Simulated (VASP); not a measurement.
Os:

```
CELL_PARAMETERS angstrom
2.49000 0.00000 0.00000
0.00000 2.49000 0.00000
0.00000 0.00000 2.49000
ATOMIC_POSITIONS crystal
Os 0.00000 0.00000 0.00000
```

- Program: VASP 6.6.1
- Task: relaxation of cell and atoms
- Functional: PBEsol
- Potentials or basis: VASP PAW PBE potentials, release 64 (Os)
- Cutoff: 600 eV
- k mesh: 10 × 10 × 10
- Occupations: methfessel-paxton, width 0.05 eV
- Spin: no spin polarisation

At the start: pressure 16.5 GPa; volume 15.44 Å³/atom.

Problem. How do energy, volume and symmetry change on relaxing?

Solution. Over 4 steps the energy falls by 37.7 meV/atom and the volume is 16.21 Å³/atom (+5.0 %); space group Pm-3m (No. 221, to 0.05 Å).

Step by step:
| step | energy change (eV) | largest force (eV/Å) | pressure (GPa) | volume (Å³) |
| --- | --- | --- | --- | --- |
| 1 | 0.0000 | 0.0000 | 16.53 | 15.44 |
| 2 | 0.3568 | 0.0000 | -34.67 | 19.28 |
| 3 | -0.0375 | 0.0000 | -1.14 | 16.27 |
| 4 | -0.0377 | 0.0000 | -0.08 | 16.21 |

Final structure:
```cif
data_structure
_symmetry_space_group_name_H-M 'P 1'
_symmetry_Int_Tables_number 1
_cell_length_a 2.5308
_cell_length_b 2.5308
_cell_length_c 2.5308
_cell_angle_alpha 90.000
_cell_angle_beta 90.000
_cell_angle_gamma 90.000
_cell_volume 16.21
loop_
_atom_site_label
_atom_site_type_symbol
_atom_site_fract_x
_atom_site_fract_y
_atom_site_fract_z
_atom_site_occupancy
Os1 Os 0.00000 0.00000 0.00000 1
```

Caveat: the PAW data sets were made with another functional, which shifts forces and pressure a little.
